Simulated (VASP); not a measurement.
Here is a VASP 6.6.1 calculation.

Contents of INCAR:

```
SYSTEM = Be3S5
ALGO     = Normal         ! electronic algorithm
EDIFF    = 1E-6           ! SCF threshold, eV
ENCUT    = 520            ! plane-wave cutoff, eV
GGA      = PE             ! functional
ISIF     = 2              ! what is computed and relaxed
ISMEAR   = 0              ! smearing method
LASPH    = .TRUE.         ! aspherical terms in the spheres
LCHARG   = .FALSE.        ! write CHGCAR
LREAL    = .FALSE.        ! projectors in reciprocal space
LWAVE    = .FALSE.        ! write WAVECAR
NBANDS   = 28             ! bands
NELM     = 80             ! most SCF steps
PREC     = Accurate       ! precision mode
SIGMA    = 0.02           ! smearing width, eV
```

File KPOINTS:

```
k-points
0
G
  8 8 4
  0 0 0
```

POSCAR

```
Be3S5
1.0
    3.5775950178      0.0016532753     -0.0014571402
    0.0956719577      3.5874920897      0.0094575725
    1.7836953745      1.5430020786     10.7379591608
Be S
3 5
Direct
    0.3448617427      0.3072878269      0.3848513057
    0.7086641889      0.7206053448      0.6141063198
    0.9497923955      0.0609031136      1.0000974794
    0.8250130255      0.5074927174      0.1028983928
    0.8895390544      0.2567929309      0.2840189719
    0.2665621383      0.7541963757      0.4992259776
    0.5146850007      0.9752983810      0.9003682246
    0.7508824537      0.1674233099      0.7144333281
```

Potentials or basis: VASP PAW PBE potentials, release 64 (Be, S).

Run with:

```bash
$ cat potpaw_PBE.64/Be/POTCAR potpaw_PBE.64/S/POTCAR > POTCAR
$ mpirun -np 1 vasp_std > vasp.out
```

**Question.** Estimate the pressure.

**Answer.** -1.9 GPa.

**Question.** Predict the largest force.

**Answer.** 0.101 eV/Å.

**Question.** Predict the band gap on the k mesh.

**Answer.** 1.12 eV (least direct gap 1.60 eV).

Stress tensor (GPa, compression positive):
```
-1.74  0.01  0.02
 0.01 -1.74  0.10
 0.02  0.10 -2.09
```

A k mesh can miss the band edges.
